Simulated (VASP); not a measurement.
Runs of VASP 6.6.1 on ZnS. The structure is that of space group I-4m2 (No. 119), or close to it. The cells are those of the table. 

```tsv
cell	gap on the mesh (eV)	pressure (GPa)
a = 3.825, b = 4.021, c = 4.021 Å, angles 56.8, 61.6, 61.6°, 2 atoms	2.06	(b)
a = 3.825, b = 3.731, c = 3.731 Å, angles 61.7, 59.2, 59.2°, 2 atoms	(a)	3.4
a = 3.825, b = 3.971, c = 3.971 Å, angles 57.6, 61.2, 61.2°, 2 atoms	2.21	-5.5
a = 3.825, b = 3.996, c = 3.996 Å, angles 57.2, 61.4, 61.4°, 2 atoms	2.14	-6.1
a = 3.825, b = 3.684, c = 3.684 Å, angles 62.5, 58.7, 58.7°, 2 atoms	2.86	5.9
a = 3.825, b = 3.639, c = 3.639 Å, angles 63.4, 58.3, 58.3°, 2 atoms	2.92	8.7
```

Alike in all rows: task single point; level r2SCAN; potentials or basis VASP PAW PBE potentials, release 64 (Zn, S); no spin polarisation; k mesh 8 × 8 × 8; cutoff (eV) 520; smearing gaussian 0.05 eV.

Problem. Estimate the missing entries.

Solution. (a) 2.78; (b) -6.7.

Caveats: the PAW data sets were made with another functional, which shifts forces and pressure a little; the cell stands under pressure (at least some runs); the cell stands under tension (at least some runs); the stress differs along the axes, from -10 to -5 GPa (at least some runs).

A k mesh can miss the band edges.
